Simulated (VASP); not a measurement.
# TiAl (P-6m2) in VASP: notebook

The runs below take TiAl through single point, with PBEsol.

Everything below comes from runs of VASP 6.6.1. Logs are shortened: lines on timing, memory, paths and dates and some standing lists are left out, and cuts for length are marked.

### Step 1. The cell of the first run

It takes space group P-6m2 (No. 187, hexagonal). Conventional cell: a = 2.832 Å, b = 2.832 Å, c = 4.594 Å, α = 90.00°, β = 90.00°, γ = 120.00°. Ti (site symmetry -6m2) has 6 Al at 2.82 Å and 6 Ti at 2.83 Å within 3.7 Å. Al (site symmetry -6m2) has 6 Ti at 2.82 Å and 6 Al at 2.83 Å within 3.7 Å.

### Step 2. Single point, PBEsol

INCAR reads:

```
PREC     = Accurate       # precision mode
ENCUT    = 520            # plane-wave cutoff, eV
EDIFF    = 1E-6           # SCF threshold, eV
ISMEAR   = -1             # smearing method
SIGMA    = 0.05           # smearing width, eV
LREAL    = F              # projectors in reciprocal space
LASPH    = T              # aspherical terms in the spheres
NELM     = 80             # most SCF steps
ALGO     = Normal         # electronic algorithm
ISIF     = 2              # what is computed and relaxed
LWAVE    = F              # write WAVECAR
LCHARG   = F              # write CHGCAR
GGA      = PS             # functional
NBANDS   = 14             # bands
```

KPOINTS reads:

```
regular mesh
0
Gamma
  11 11 6
```

POSCAR reads:

```
TiAl
1.0
    2.8316598681      0.0000000000      0.0000000000
   -1.4158299340      2.4522893807      0.0000000000
    0.0000000000      0.0000000000      4.5940302307
Ti Al
1 1
Direct
    0.0000000000      0.0000000000      0.0000000000
    0.3333333333      0.6666666667      0.5000000000
```

Potentials or basis: VASP PAW PBE potentials, release 64 (Ti_sv, Al).

Run with:

```
> cat potpaw_PBE.64/Ti_sv/POTCAR potpaw_PBE.64/Al/POTCAR > POTCAR
> mpirun -np 1 vasp_std > vasp.out
```

OUTCAR:

```text
PREC = Accurate
   ENCUT = 520
   EDIFF = 1E-6
   ISMEAR = -1
   LREAL = F
   LASPH = T
   NELM = 80
   ISIF = 2
   GGA = PS

 ion  position               nearest neighbor table
   1  0.000  0.000  0.000-   2 2.82   2 2.82   2 2.82   2 2.82   2 2.82   2 2.82
   2  0.333  0.667  0.500-   1 2.82   1 2.82   1 2.82   1 2.82   1 2.82   1 2.82

  LATTYP: Found a hexagonal cell.
 ALAT       =     2.8316598681
 C/A-ratio  =     1.6223806688

  Lattice vectors:

 A1 = (   2.8316598681,   0.0000000000,   0.0000000000)
 A2 = (  -1.4158299340,   2.4522893807,   0.0000000000)
 A3 = (   0.0000000000,   0.0000000000,   4.5940302307)

Analysis of symmetry for initial positions (statically):
=====================================================================
 Subroutine PRICEL returns:
 Original cell was already a primitive cell.

 Routine SETGRP: Setting up the symmetry group for a
 hexagonal supercell.

 Subroutine GETGRP returns: Found 12 space group operations
 (whereof 12 operations were pure point group operations)
 out of a pool of 24 trial point group operations.

The static configuration has the point symmetry D_3h.

Analysis of symmetry for dynamics (positions and initial velocities):
=====================================================================
 Subroutine PRICEL returns:
 Original cell was already a primitive cell.

 Routine SETGRP: Setting up the symmetry group for a
 hexagonal supercell.

 Subroutine GETGRP returns: Found 12 space group operations
 (whereof 12 operations were pure point group operations)
 out of a pool of 24 trial point group operations.

The dynamic configuration has the point symmetry D_3h.

 Subroutine INISYM returns: Found 12 space group operations
 (whereof 12 operations are pure point group operations),
 and found     1 'primitive' translations

----------------------------------------------------------------------------------------

                                     Primitive cell

  volume of cell :      31.9012

  direct lattice vectors                    reciprocal lattice vectors
     2.831659868  0.000000000  0.000000000     0.353149759  0.203891108  0.000000000
    -1.415829934  2.452289381  0.000000000     0.000000000  0.407782217  0.000000000
     0.000000000  0.000000000  4.594030231     0.000000000  0.000000000  0.217673796

  length of vectors
     2.831659868  2.831659868  4.594030231     0.407782217  0.407782217  0.217673796

  position of ions in fractional coordinates (direct lattice)
     0.000000000  0.000000000  0.000000000
     0.333333333  0.666666667  0.500000000

  ion indices of the primitive-cell ions
   primitive index   ion index
                 1           1
                 2           2

----------------------------------------------------------------------------------------

 KPOINTS: regular mesh

Automatic generation of k-mesh.
 Grid dimensions read from file:
 generate k-points for:   11   11    6

 Generating k-lattice:

  Cartesian coordinates                     Fractional coordinates (reciprocal lattice)
     0.032104524  0.018535555  0.000000000     0.090909091  0.000000000  0.000000000
     0.000000000  0.037071111  0.000000000     0.000000000  0.090909091  0.000000000
     0.000000000  0.000000000  0.036278966     0.000000000  0.000000000  0.166666667

  Length of vectors
     0.037071111  0.037071111  0.036278966

  Shift w.r.t. Gamma in fractional coordinates (k-lattice)
     0.000000000  0.000000000  0.000000000

 Subroutine IBZKPT returns following result:
 ===========================================

 Found     64 irreducible k-points:

 Following reciprocal coordinates:
            Coordinates               Weight
  0.000000  0.000000  0.000000      1.000000
  0.090909  0.000000  0.000000      6.000000
  0.181818  0.000000  0.000000      6.000000
  0.272727  0.000000  0.000000      6.000000
  0.363636  0.000000  0.000000      6.000000
  0.454545  0.000000  0.000000      6.000000
[... 16 lines left out ...]
  0.090909  0.090909  0.166667     12.000000
  0.181818  0.090909  0.166667     24.000000
 [... further k-points ...]
   k-points           NKPTS =     64   k-points in BZ     NKDIM =     64   number of bands    NBANDS=     14
   number of dos      NEDOS =    301   number of ions     NIONS =      2
   total plane-waves  NPLWV =  20736
   dimension x,y,z NGX =    24 NGY =   24 NGZ =   36
   dimension x,y,z NGXF=    48 NGYF=   48 NGZF=   72
   ions per type =               1   1
   NGX,Y,Z   is equivalent  to a cutoff of  14.09, 14.09, 13.03 a.u.
   NGXF,Y,Z  is equivalent  to a cutoff of  28.18, 28.18, 26.05 a.u.
 SYSTEM =  unknown system
   PREC   = accura    normal or accurate (medium, high low for compatibility)
   ISTART =      0    job   : 0-new  1-cont  2-samecut
   ICHARG =      2    charge: 1-file 2-atom 10-const
   ISPIN  =      1    spin polarized calculation?
   LNONCOLLINEAR =      F non collinear calculations
   LSORBIT =      F    spin-orbit coupling
   LASPH  =      T    aspherical Exc in radial PAW
   ENCUT  =  520.0 eV  38.22 Ry    6.18 a.u.   5.27  5.27  8.54*2*pi/ulx,y,z
   NELM   =     80;   NELMIN=  2; NELMDL= -5     # of ELM steps
   EDIFF  = 0.1E-05   stopping-criterion for ELM
   LREAL  =      F    real-space projection
   EDIFFG = 0.1E-04   stopping-criterion for IOM
   NSW    =      0    number of steps for IOM
   IBRION =     -1    ionic relax: 0-MD 1-quasi-New 2-CG
   NFREE  =      0    steps in history (QN), initial steepest desc. (CG)
   ISIF   =      2    stress and relaxation
   ISYM   =      2    0-nonsym 1-usesym 2-fastsym
   POTIM  = 0.5000    time-step for ionic-motion
   TEBEG  =    0.0;   TEEND  =   0.0 temperature during run
   PSTRESS=    0.0 pullay stress
   NELECT =      15.0000    total number of electrons
   NUPDOWN=      -1.0000    fix difference up-down
   EMIN   =  10.00;   EMAX   =-10.00  energy-range for DOS
   EFERMI =   0.00;   METHOD = LEGACY
   ISMEAR =    -1;   SIGMA  =   0.05  broadening in eV -4-tet -1-fermi 0-gaus
   EFERMI_NEDOS =   21; number of points for ismear=-14 and -15
   IALGO  =     38    algorithm
   IMIX   =      4    mixing-type and parameters
     AMIX     =   0.40;   BMIX     =  1.00
     AMIX_MAG =   1.60;   BMIX_MAG =  1.00
  volume/ion in A,a.u.               =      15.95       107.64
  Fermi-wavevector in a.u.,A,eV,Ry     =   1.273023  2.405665 22.049444  1.620588
  Thomas-Fermi vector in A             =   2.405870
   LORBIT       =      0    0 simple, 1 ext, 2 COOP (PROOUT), +10 PAW based schemes
   GGA     = PS    functional components
   LHFCALC =     F    Hartree Fock is set to
   AEXX    =    0.0000 exact exchange contribution
   IVDW    =     0    specifies the selected vdW correction
   LEPSILON=     F    determine dielectric tensor
   LRPA    =     F    only Hartree local field effects (RPA)
 non-spin polarized calculation
  energy-cutoff  :      520.00
  volume of cell :       31.90
 maximum number of plane-waves:       874
 NGX is ok and might be reduce to    24
   NGX = 11   NGY = 11   NGZ = 17

 number of electron      15.0000005 magnetization

 Free energy of the ion-electron system (eV)
  ---------------------------------------------------
  ext. energy  EPLUGINS =         0.00000000
  ---------------------------------------------------
  free energy    TOTEN  =       -12.93649385 eV

  energy without entropy =      -12.91349297  energy(sigma->0) =      -12.92499341

 E-fermi :   8.1914     XC(G=0): -11.2180

 val. band max:        8.1763798407   @ k =   0.4545   0.0000   0.3333
 cond. band min:       8.1956317239   @ k =   0.3636   0.2727   0.3333
 fundamental gap:      0.0192518832
 Fermi energy:         8.1913767634

 k-point     1 :       0.0000    0.0000    0.0000
  band No.  band energies     occupation
      1     -47.9894      2.00000
      2     -24.4194      2.00000
      3     -23.9540      2.00000
      4     -23.9540      2.00000
      5      -0.8975      2.00000
      6       5.8760      2.00000
      7       6.4193      2.00000
      8       9.5314      0.00000
      9       9.5314      0.00000
     10      11.0973      0.00000
     11      11.0973      0.00000
     12      12.3942      0.00000
     13      21.3695      0.00000
     14      21.3695      0.00000

 k-point     2 :       0.0909    0.0000    0.0000
  band No.  band energies     occupation
      1     -47.9806      2.00000
      2     -24.4108      2.00000
      3     -24.0080      2.00000
      4     -23.9661      2.00000
      5      -0.6864      2.00000
      6       6.1049      2.00000
      7       6.4341      2.00000
      8       9.3262      0.00000
      9       9.7073      0.00000
     10      11.0367      0.00000
     11      11.1492      0.00000
     12      12.4425      0.00000
     13      18.8976      0.00000
     14      20.0436      0.00000

 k-point     3 :       0.1818    0.0000    0.0000
  band No.  band energies     occupation
      1     -47.9568      2.00000
      2     -24.3875      2.00000
      3     -24.1512      2.00000
      4     -23.9985      2.00000
      5      -0.0630      2.00000
      6       6.4721      2.00000
      7       6.6962      2.00000
      8       8.8515      0.00000
      9      10.2064      0.00000
     10      10.8778      0.00000
     11      11.3199      0.00000
     12      12.5520      0.00000
     13      15.9234      0.00000
     14      18.6722      0.00000

 k-point     4 :       0.2727    0.0000    0.0000
  band No.  band energies     occupation
      1     -47.9254      2.00000
      2     -24.3569      2.00000
      3     -24.3353      2.00000
      4     -24.0406      2.00000
      5       0.9458      2.00000
      6       6.5186      2.00000
      7       7.2027      2.00000
      8       8.4499      0.01131
      9      10.6771      0.00000
     10      10.9379      0.00000
     11      11.6328      0.00000
     12      12.4844      0.00000
     13      13.7546      0.00000
     14      17.5867      0.00000

 k-point     5 :       0.3636    0.0000    0.0000
  band No.  band energies     occupation
      1     -47.8964      2.00000
      2     -24.5015      2.00000
      3     -24.3286      2.00000
      4     -24.0790      2.00000
      5       2.2960      2.00000
      6       6.5586      2.00000
      7       7.0033      2.00000
      8       7.8998      1.99415
      9      10.4995      0.00000
     10      11.7269      0.00000
     11      12.0622      0.00000
[... 276 lines left out ...]
 k-point    22 :       0.4545    0.0000    0.1667
  band No.  band energies     occupation
      1     -47.8790      2.00000
      2     -24.5986      2.00000
      3     -24.3125      2.00000
      4     -24.1016      2.00000
      5       3.9665      2.00000
      6       5.6020      2.00000
      7       6.9825      2.00000
      8       7.3845      2.00000
      9      10.3409      0.00000
     10      10.9061      0.00000
     11      12.2855      0.00000
     12      12.7986      0.00000
     13      14.2922      0.00000
     14      16.6352      0.00000

 k-point    23 :       0.0909    0.0909    0.1667
  band No.  band energies     occupation
      1     -47.9642      2.00000
      2     -24.3961      2.00000
      3     -24.1032      2.00000
      4     -23.9917      2.00000
      5      -0.1024      2.00000
      6       5.2802      2.00000
      7       7.4056      2.00000
      8       8.9798      0.00000
      9      10.0641      0.00000
     10      10.8432      0.00000
     11      10.8668      0.00000
     12      13.4610      0.00000
     13      17.3469      0.00000
     14      17.8897      0.00000

 k-point    24 :       0.1818    0.0909    0.1667
  band No.  band energies     occupation
      1     -47.9366      2.00000
      2     -24.3690      2.00000
      3     -24.2584      2.00000
      4     -24.0373      2.00000
      5       0.6958      2.00000
      6       5.8059      2.00000
      7       7.6450      1.99996
      8       8.4985      0.00429
      9      10.5411      0.00000
     10      10.6967      0.00000
     11      10.8264      0.00000
     12      13.6538      0.00000
     13      15.0968      0.00000
     14      16.6040      0.00000

 [... further k-points ...]
[... 5 lines left out ...]
  --------------------------------------------------------------------------------------
  -------------------------------------------------------------------------------------
  Total        0.3832131      0.3832131      0.4062765      0.0000000      0.0000000     -0.0000000
  in kB       19.2461667     19.2461667     20.4044870      0.0000000      0.0000000     -0.0000000
  external PRESSURE =      19.6322735 kB  Pullay stress =       0.0000000 kB

 VOLUME and BASIS-vectors are now :
 -----------------------------------------------------------------------------
  energy-cutoff  :      520.00
  volume of cell :       31.90
      direct lattice vectors                 reciprocal lattice vectors
     2.831659868  0.000000000  0.000000000     0.353149759  0.203891108  0.000000000
    -1.415829934  2.452289381  0.000000000     0.000000000  0.407782217  0.000000000
     0.000000000  0.000000000  4.594030231     0.000000000  0.000000000  0.217673796

 POSITION                                       TOTAL-FORCE (eV/Angst)
 -----------------------------------------------------------------------------------
      0.00000      0.00000      0.00000        -0.000000      0.000000      0.000000
     -0.00000      1.63486      2.29702         0.000000     -0.000000      0.000000
 -----------------------------------------------------------------------------------
    total drift:                                0.000000     -0.000000      0.000000

  FREE ENERGIE OF THE ION-ELECTRON SYSTEM (eV)
  ---------------------------------------------------
  free  energy   TOTEN  =       -12.9364938474 eV

  energy  without entropy=      -12.9134929745  energy(sigma->0) =      -12.92499341
```

Wall time 58 s (1 thread of AMD EPYC 7R43 (Zen 3), shared host); peak memory 0.13 GiB.

What came out:

| Quantity | Value |
| --- | --- |
| Free energy | -12.9365 eV |
| Pressure | 2.0 GPa |

Stress tensor (GPa, compression positive):
```
1.92 0.00 0.00
0.00 1.92 0.00
0.00 0.00 2.04
```

Levels at points of the mesh, in eV from the Fermi level:
```tsv
k point	band 4	band 5	band 6	band 7	band 8	band 9	band 10	band 11
(0.00, 0.00, 0.00)	-32.15	-9.09	-2.32	-1.77	1.34	1.34	2.91	2.91
(0.00, 0.00, 0.50)	-32.15	-8.13	-5.34	-0.42	1.35	1.35	2.82	2.82
```

Caveat: the PAW data sets were made with another functional, which shifts forces and pressure a little.

### Step 3. Single point, PBEsol

This run uses another cell than the first one, of 16.23 Å³/atom, 1.018 times its volume.

INCAR reads:

```
ALGO = Normal ; EDIFF = 1E-7
ENCUT = 520 ; GGA = PS
ISIF = 2 ; ISMEAR = -1
LASPH = True ; LCHARG = False
LREAL = False ; LWAVE = False
NBANDS = 14 ; NELM = 60
PREC = Accurate ; SIGMA = 0.05
```

KPOINTS reads:

```
k-points
0
Gamma
  11 11 6
```

POSCAR reads:

```
TiAl
1.0
    2.8508464083      0.0000000000      0.0000000000
   -1.4254232041      2.4689054119      0.0000000000
    0.0000000000      0.0000000000      4.6125316215
Ti Al
1 1
Direct
    0.0000000000      0.0000000000      0.0000000000
    0.3333333333      0.6666666667      0.5000000000
```

Potentials or basis: VASP PAW PBE potentials, release 64 (Ti_sv, Al).

Run with:

```
> cat potpaw_PBE.64/Ti_sv/POTCAR potpaw_PBE.64/Al/POTCAR > POTCAR
> mpirun -np 1 vasp_std > vasp.out
```

Wall time 65 s (1 thread of AMD EPYC 7R43 (Zen 3), shared host); peak memory 0.13 GiB.

Results (log left out):

```
Free energy : -12.9399 eV
Pressure    : 0.0 GPa
```

Stress tensor (GPa, compression positive):
```
-0.06  0.00  0.00
 0.00 -0.06  0.00
 0.00  0.00  0.03
```

Levels at points of the mesh, in eV from the Fermi level:
```tsv
k point	band 5	band 6	band 7	band 8	band 9	band 10
(0.00, 0.00, 0.00)	-8.99	-2.28	-1.74	1.32	1.32	2.84
(0.00, 0.00, 0.50)	-8.05	-5.30	-0.39	1.33	1.33	2.75
```

Caveat: the PAW data sets were made with another functional, which shifts forces and pressure a little.
